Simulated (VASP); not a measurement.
# W (Im-3m) in VASP: further runs

W is run at these levels: PBE; tasks: single point.

All numbers are computed with VASP 6.6.1; they aren't measurements. Logs are shortened: lines on timing, memory, paths and dates and some standing lists are left out, and cuts for length are marked.

## Step 1: The cell of the first run

The structure is cubic, space group Im-3m (No. 229). The conventional cell has a = 3.160 Å, b = 3.160 Å, c = 3.160 Å, α = 90.00°, β = 90.00°, γ = 90.00°. Within 3.6 Å of W (site symmetry m-3m) lie 14 W at 2.74 to 3.16 Å.

## Step 2: Single point, PBE

INCAR

```
ALGO = Fast ; EDIFF = 1E-6
ENCUT = 520 ; GGA = PE
ISIF = 2 ; ISMEAR = 0
LASPH = True ; LCHARG = False
LREAL = False ; LWAVE = False
NBANDS = 13 ; NELM = 100
PREC = Accurate ; SIGMA = 0.05
```

KPOINTS

```
k-points
0
Gamma
  8 8 8
```

POSCAR

```
W
1.0
   -1.5800000000      1.5800000000      1.5800000000
    1.5800000000     -1.5800000000      1.5800000000
    1.5800000000      1.5800000000     -1.5800000000
W
1
Direct
    0.0000000000      0.0000000000      0.0000000000
```

Potentials or basis: VASP PAW PBE potentials, release 64 (W_sv).

On the command line:

```console
cat potpaw_PBE.64/W_sv/POTCAR > POTCAR
mpirun -np 1 vasp_std > vasp.out
```

OUTCAR:

```text
EDIFF = 1E-6
   ENCUT = 520
   GGA = PE
   ISIF = 2
   ISMEAR = 0
   LASPH = True
   LREAL = False
   NELM = 100
   PREC = Accurate

 ion  position               nearest neighbor table
   1  0.000  0.000  0.000-

  LATTYP: Found a body centered cubic cell.
 ALAT       =     3.1600000000

  Lattice vectors:

 A1 = (  -1.5800000000,   1.5800000000,   1.5800000000)
 A2 = (   1.5800000000,  -1.5800000000,   1.5800000000)
 A3 = (   1.5800000000,   1.5800000000,  -1.5800000000)

Analysis of symmetry for initial positions (statically):
=====================================================================
 Subroutine PRICEL returns:
 Original cell was already a primitive cell.

 Routine SETGRP: Setting up the symmetry group for a
 body centered cubic supercell.

 Subroutine GETGRP returns: Found 48 space group operations
 (whereof 48 operations were pure point group operations)
 out of a pool of 48 trial point group operations.

The static configuration has the point symmetry O_h .

Analysis of symmetry for dynamics (positions and initial velocities):
=====================================================================
 Subroutine PRICEL returns:
 Original cell was already a primitive cell.

 Routine SETGRP: Setting up the symmetry group for a
 body centered cubic supercell.

 Subroutine GETGRP returns: Found 48 space group operations
 (whereof 48 operations were pure point group operations)
 out of a pool of 48 trial point group operations.

The dynamic configuration has the point symmetry O_h .

 Subroutine INISYM returns: Found 48 space group operations
 (whereof 48 operations are pure point group operations),
 and found     1 'primitive' translations

----------------------------------------------------------------------------------------

                                     Primitive cell

  volume of cell :      15.7772

  direct lattice vectors                    reciprocal lattice vectors
    -1.580000000  1.580000000  1.580000000     0.000000000  0.316455696  0.316455696
     1.580000000 -1.580000000  1.580000000     0.316455696  0.000000000  0.316455696
     1.580000000  1.580000000 -1.580000000     0.316455696  0.316455696  0.000000000

  length of vectors
     2.736640276  2.736640276  2.736640276     0.447535937  0.447535937  0.447535937

  position of ions in fractional coordinates (direct lattice)
     0.000000000  0.000000000  0.000000000

  ion indices of the primitive-cell ions
   primitive index   ion index
                 1           1

----------------------------------------------------------------------------------------

 KPOINTS: k-points

Automatic generation of k-mesh.
 Grid dimensions read from file:
 generate k-points for:    8    8    8

 Generating k-lattice:

  Cartesian coordinates                     Fractional coordinates (reciprocal lattice)
     0.000000000  0.039556962  0.039556962     0.125000000  0.000000000  0.000000000
     0.039556962  0.000000000  0.039556962     0.000000000  0.125000000  0.000000000
     0.039556962  0.039556962  0.000000000     0.000000000  0.000000000  0.125000000

  Length of vectors
     0.055941992  0.055941992  0.055941992

  Shift w.r.t. Gamma in fractional coordinates (k-lattice)
     0.000000000  0.000000000  0.000000000

 Subroutine IBZKPT returns following result:
 ===========================================

 Found     29 irreducible k-points:

 Following reciprocal coordinates:
            Coordinates               Weight
  0.000000  0.000000  0.000000      1.000000
  0.125000  0.000000  0.000000     12.000000
  0.250000  0.000000  0.000000     12.000000
  0.375000  0.000000  0.000000     12.000000
  0.500000  0.000000  0.000000      6.000000
  0.125000  0.125000  0.000000     24.000000
[... 16 lines left out ...]
 -0.250000  0.250000  0.250000      6.000000
 -0.375000  0.375000  0.250000     24.000000
 [... further k-points ...]
   k-points           NKPTS =     29   k-points in BZ     NKDIM =     29   number of bands    NBANDS=     13
   number of dos      NEDOS =    301   number of ions     NIONS =      1
   total plane-waves  NPLWV =   8000
   dimension x,y,z NGX =    20 NGY =   20 NGZ =   20
   dimension x,y,z NGXF=    40 NGYF=   40 NGZF=   40
   ions per type =               1
   NGX,Y,Z   is equivalent  to a cutoff of  12.15, 12.15, 12.15 a.u.
   NGXF,Y,Z  is equivalent  to a cutoff of  24.30, 24.30, 24.30 a.u.
 SYSTEM =  unknown system
   PREC   = accura    normal or accurate (medium, high low for compatibility)
   ISTART =      0    job   : 0-new  1-cont  2-samecut
   ICHARG =      2    charge: 1-file 2-atom 10-const
   ISPIN  =      1    spin polarized calculation?
   LNONCOLLINEAR =      F non collinear calculations
   LSORBIT =      F    spin-orbit coupling
   LASPH  =      T    aspherical Exc in radial PAW
   ENCUT  =  520.0 eV  38.22 Ry    6.18 a.u.   5.09  5.09  5.09*2*pi/ulx,y,z
   NELM   =    100;   NELMIN=  2; NELMDL= -5     # of ELM steps
   EDIFF  = 0.1E-05   stopping-criterion for ELM
   LREAL  =      F    real-space projection
   EDIFFG = 0.1E-04   stopping-criterion for IOM
   NSW    =      0    number of steps for IOM
   IBRION =     -1    ionic relax: 0-MD 1-quasi-New 2-CG
   NFREE  =      0    steps in history (QN), initial steepest desc. (CG)
   ISIF   =      2    stress and relaxation
   ISYM   =      2    0-nonsym 1-usesym 2-fastsym
   POTIM  = 0.5000    time-step for ionic-motion
   TEBEG  =    0.0;   TEEND  =   0.0 temperature during run
   PSTRESS=    0.0 pullay stress
   NELECT =      14.0000    total number of electrons
   NUPDOWN=      -1.0000    fix difference up-down
   EMIN   =  10.00;   EMAX   =-10.00  energy-range for DOS
   EFERMI =   0.00;   METHOD = LEGACY
   ISMEAR =     0;   SIGMA  =   0.05  broadening in eV -4-tet -1-fermi 0-gaus
   EFERMI_NEDOS =   21; number of points for ismear=-14 and -15
   IALGO  =     68    algorithm
   IMIX   =      4    mixing-type and parameters
     AMIX     =   0.40;   BMIX     =  1.00
     AMIX_MAG =   1.60;   BMIX_MAG =  1.00
  volume/ion in A,a.u.               =      15.78       106.47
  Fermi-wavevector in a.u.,A,eV,Ry     =   1.573163  2.972847 33.672273  2.474842
  Thomas-Fermi vector in A             =   2.674489
   LORBIT       =      0    0 simple, 1 ext, 2 COOP (PROOUT), +10 PAW based schemes
   GGA     = PE    functional components
   LHFCALC =     F    Hartree Fock is set to
   AEXX    =    0.0000 exact exchange contribution
   IVDW    =     0    specifies the selected vdW correction
   LEPSILON=     F    determine dielectric tensor
   LRPA    =     F    only Hartree local field effects (RPA)
 non-spin polarized calculation
 RMM-DIIS sequential band-by-band and
 Gauss-broadening in eV      SIGMA  =   0.05
  energy-cutoff  :      520.00
  volume of cell :       15.78
 maximum number of plane-waves:       436
   NGX = 11   NGY = 11   NGZ = 11

 number of electron      14.0000004 magnetization

 Free energy of the ion-electron system (eV)
  ---------------------------------------------------
  ext. energy  EPLUGINS =         0.00000000
  ---------------------------------------------------
  free energy    TOTEN  =       -12.94591153 eV

  energy without entropy =      -12.94591153  energy(sigma->0) =      -12.94591153

 E-fermi :  11.3249     XC(G=0): -13.6672

 val. band max:       11.0055648884   @ k =   0.1250   0.0000   0.0000
 cond. band min:      11.5771556396   @ k =  -0.2500   0.2500   0.1250
 fundamental gap:      0.5715907512
 Fermi energy:        11.3248902333

 k-point     1 :       0.0000    0.0000    0.0000
  band No.  band energies     occupation
      1     -62.6636      2.00000
      2     -26.2183      2.00000
      3     -26.2183      2.00000
      4     -26.2183      2.00000
      5       1.8490      2.00000
      6      10.2778      2.00000
      7      10.2778      2.00000
      8      10.2778      2.00000
      9      13.7858      0.00000
     10      13.7858      0.00000
     11      26.0392      0.00000
     12      26.0392      0.00000
     13      26.0392      0.00000

 k-point     2 :       0.1250    0.0000    0.0000
  band No.  band energies     occupation
      1     -62.6436      2.00000
      2     -26.4238      2.00000
      3     -26.2826      2.00000
      4     -26.2193      2.00000
      5       2.5833      2.00000
      6       9.8467      2.00000
      7      10.1286      2.00000
      8      11.0056      2.00000
      9      13.2393      0.00000
     10      13.8013      0.00000
     11      26.5884      0.00000
     12      27.2975      0.00000
     13      27.6532      0.00000

 k-point     3 :       0.2500    0.0000    0.0000
  band No.  band energies     occupation
      1     -62.5953      2.00000
      2     -26.8987      2.00000
      3     -26.4349      2.00000
      4     -26.2220      2.00000
      5       4.2747      2.00000
      6       8.9532      2.00000
      7       9.6478      2.00000
      8      13.0591      0.00000
      9      13.1568      0.00000
     10      13.9759      0.00000
     11      26.2966      0.00000
     12      28.1120      0.00000
     13      30.6224      0.00000

 k-point     4 :       0.3750    0.0000    0.0000
  band No.  band energies     occupation
      1     -62.5467      2.00000
      2     -27.3472      2.00000
      3     -26.5833      2.00000
      4     -26.2247      2.00000
      5       5.2082      2.00000
      6       8.2031      2.00000
      7      10.6135      2.00000
      8      13.6969      0.00000
      9      14.3909      0.00000
     10      15.9182      0.00000
     11      24.0917      0.00000
     12      24.6107      0.00000
     13      31.0970      0.00000

 k-point     5 :       0.5000    0.0000    0.0000
  band No.  band energies     occupation
      1     -62.5265      2.00000
      2     -27.5261      2.00000
      3     -26.6437      2.00000
      4     -26.2260      2.00000
      5       5.2055      2.00000
      6       7.9227      2.00000
      7      12.2051      0.00000
      8      13.6832      0.00000
      9      14.6679      0.00000
     10      17.7084      0.00000
     11      22.6750      0.00000
     12      23.0099      0.00000
     13      28.4118      0.00000
[... 257 lines left out ...]
 k-point    22 :       0.2500    0.2500    0.2500
  band No.  band energies     occupation
      1     -62.5172      2.00000
      2     -26.8799      2.00000
      3     -26.8799      2.00000
      4     -26.8799      2.00000
      5       8.5365      2.00000
      6       8.5365      2.00000
      7       8.5365      2.00000
      8      14.8355      0.00000
      9      14.8355      0.00000
     10      18.1833      0.00000
     11      23.8249      0.00000
     12      23.8249      0.00000
     13      23.8249      0.00000

 k-point    23 :      -0.2500    0.2500    0.2500
  band No.  band energies     occupation
      1     -62.5357      2.00000
      2     -26.9228      2.00000
      3     -26.6690      2.00000
      4     -26.6690      2.00000
      5       6.2892      2.00000
      6       8.6743      2.00000
      7      10.9777      2.00000
      8      10.9777      2.00000
      9      12.8821      0.00000
     10      15.0358      0.00000
     11      26.0567      0.00000
     12      31.0923      0.00000
     13      31.0924      0.00000

 k-point    24 :      -0.3750    0.3750    0.2500
  band No.  band energies     occupation
      1     -62.4933      2.00000
      2     -27.1957      2.00000
      3     -26.8289      2.00000
      4     -26.7074      2.00000
      5       6.9450      2.00000
      6       7.6650      2.00000
      7      10.9825      2.00000
      8      11.7843      0.00000
      9      15.2676      0.00000
     10      15.9385      0.00000
     11      25.2816      0.00000
     12      27.7946      0.00000
     13      28.9178      0.00000

 [... further k-points ...]

------------------------ aborting loop because EDIFF is reached ----------------------------------------

  FORCE on cell =-STRESS in cart. coord.  units (eV):
  Direction    XX          YY          ZZ          XY          YZ          ZX
  --------------------------------------------------------------------------------------
  -------------------------------------------------------------------------------------
  Total        0.7990643      0.7990643      0.7990643     -0.0000000     -0.0000000      0.0000000
  in kB       81.1448716     81.1448716     81.1448716     -0.0000000     -0.0000000      0.0000000
  external PRESSURE =      81.1448716 kB  Pullay stress =       0.0000000 kB

 VOLUME and BASIS-vectors are now :
 -----------------------------------------------------------------------------
  energy-cutoff  :      520.00
  volume of cell :       15.78
      direct lattice vectors                 reciprocal lattice vectors
    -1.580000000  1.580000000  1.580000000     0.000000000  0.316455696  0.316455696
     1.580000000 -1.580000000  1.580000000     0.316455696  0.000000000  0.316455696
     1.580000000  1.580000000 -1.580000000     0.316455696  0.316455696  0.000000000

 POSITION                                       TOTAL-FORCE (eV/Angst)
 -----------------------------------------------------------------------------------
      0.00000      0.00000      0.00000        -0.000000     -0.000000     -0.000000
 -----------------------------------------------------------------------------------
    total drift:                               -0.000000     -0.000000      0.000000

  FREE ENERGIE OF THE ION-ELECTRON SYSTEM (eV)
  ---------------------------------------------------
  free  energy   TOTEN  =       -12.9459115285 eV

  energy  without entropy=      -12.9459115285  energy(sigma->0) =      -12.94591153
```

Wall time 9.4 s (1 thread of AMD EPYC, shared host); peak memory 0.09 GiB.

What came out:

* Free energy: -12.9459 eV
* Pressure: 8.1 GPa
* Band gap on the k mesh: zero (band 7 reaches 16.72 eV, above the bottom of band 8 at 10.28 eV)

Caveat: spin-orbit coupling is left out, which moves the levels of the heavy elements.

## Step 3: Single point, PBE

This run uses another cell than the first one, of 16.57 Å³/atom, 1.050 times its volume.

INCAR

```
  PREC = Accurate
  ENCUT = 500
  EDIFF = 1E-6
  ISMEAR = 0
  SIGMA = 0.05
  LREAL = F
  LASPH = T
  NELM = 120
  ALGO = Normal
  ISIF = 2
  LWAVE = F
  LCHARG = T
  GGA = PE
  LELF = T
  LVHAR = T
  NBANDS = 13
  GGA_COMPAT = F
```

KPOINTS

```
Automatic mesh
0
Gamma
  8 8 8
```

POSCAR

```
W
1.0
   -1.6060872501      1.6060872501      1.6060872501
    1.6060872501     -1.6060872501      1.6060872501
    1.6060872501      1.6060872501     -1.6060872501
W
1
Direct
    0.0000000000      0.0000000000      0.0000000000
```

Potentials or basis: VASP PAW PBE potentials, release 64 (W_sv).

On the command line:

```console
cat potpaw_PBE.64/W_sv/POTCAR > POTCAR
mpirun -np 1 vasp_std > vasp.out
```

Wall time 12 s (1 thread of Intel Xeon 8259CL, shared host); peak memory 0.12 GiB.

Results (log left out):

- Free energy: -12.9474 eV
- Pressure: -7.1 GPa
- Band gap on the k mesh: zero (band 7 reaches 15.67 eV, above the bottom of band 8 at 9.66 eV)

Levels at points of the mesh, in eV from the Fermi level:
```tsv
k point	band 5	band 6	band 7	band 8	band 9	band 10
(0.00, 0.00, 0.00)	-9.14	-0.91	-0.91	-0.91	2.40	2.40
(0.50, 0.00, 0.00)	-5.74	-3.11	0.78	2.27	3.20	6.01
(0.50, 0.50, 0.50)	-5.24	-5.24	5.10	5.10	5.10	8.15
```

Caveat: spin-orbit coupling is left out, which moves the levels of the heavy elements.

## Step 4: Single point, PBE

This run uses another cell than the first one, of 16.15 Å³/atom, 1.024 times its volume.

INCAR

```
SYSTEM = W
ALGO = Normal
EDIFF = 1E-6
ENCUT = 500
GGA = PE
GGA_COMPAT = .FALSE.
ISIF = 2
ISMEAR = 0
LASPH = .TRUE.
LCHARG = .FALSE.
LREAL = .FALSE.
LWAVE = .FALSE.
NBANDS = 13
NELM = 120
PREC = Accurate
SIGMA = 0.05
```

KPOINTS

```
k-points
0
G
  8 8 8
  0 0 0
```

POSCAR

```
W
1.0
   -1.5923437708      1.5923437708      1.5923437708
    1.5923437708     -1.5923437708      1.5923437708
    1.5923437708      1.5923437708     -1.5923437708
W
1
Direct
    0.0000000000      0.0000000000      0.0000000000
```

On the command line:

```console
cat potpaw_PBE.64/W_sv/POTCAR > POTCAR
mpirun -np 1 vasp_std > vasp.out
```

Wall time 10 s (1 thread of Intel Xeon 8259CL, shared host); peak memory 0.13 GiB.

Results (log left out):

```yaml
Free_energy: -12.9560 eV
Pressure: 0.5 GPa
Band_gap_on_the_k_mesh: zero (band 7 reaches 16.21 eV, above the bottom of band 8 at 9.98 eV)
```

Levels at points of the mesh, in eV from the Fermi level:
| k point | band 5 | band 6 | band 7 | band 8 | band 9 | band 10 |
| --- | --- | --- | --- | --- | --- | --- |
| (0.00, 0.00, 0.00) | -9.32 | -0.98 | -0.98 | -0.98 | 2.44 | 2.44 |
| (0.50, 0.00, 0.00) | -5.94 | -3.26 | 0.83 | 2.32 | 3.28 | 6.21 |
| (0.50, 0.50, 0.50) | -5.47 | -5.47 | 5.25 | 5.25 | 5.25 | 8.32 |

Caveat: spin-orbit coupling is left out, which moves the levels of the heavy elements.

## Step 5: Overview

| cell | cutoff (eV) | gap on the mesh (eV) | pressure (GPa) |
| --- | --- | --- | --- |
| a = 2.737 Å, angles 109.5°, 1 atom | 520 | none | 8.1 |
| a = 2.782 Å, angles 109.5°, 1 atom | 500 | none | -7.1 |
| a = 2.758 Å, angles 109.5°, 1 atom | 500 | none | 0.5 |

Alike in all rows: task single point; level PBE; potentials or basis VASP PAW PBE potentials, release 64 (W_sv); no spin polarisation; k mesh 8 × 8 × 8; smearing gaussian 0.05 eV.

Caveats: spin-orbit coupling is left out, which moves the levels of the heavy elements.

Total energies depend on the potentials used, so only differences within one code and one set of settings carry meaning.
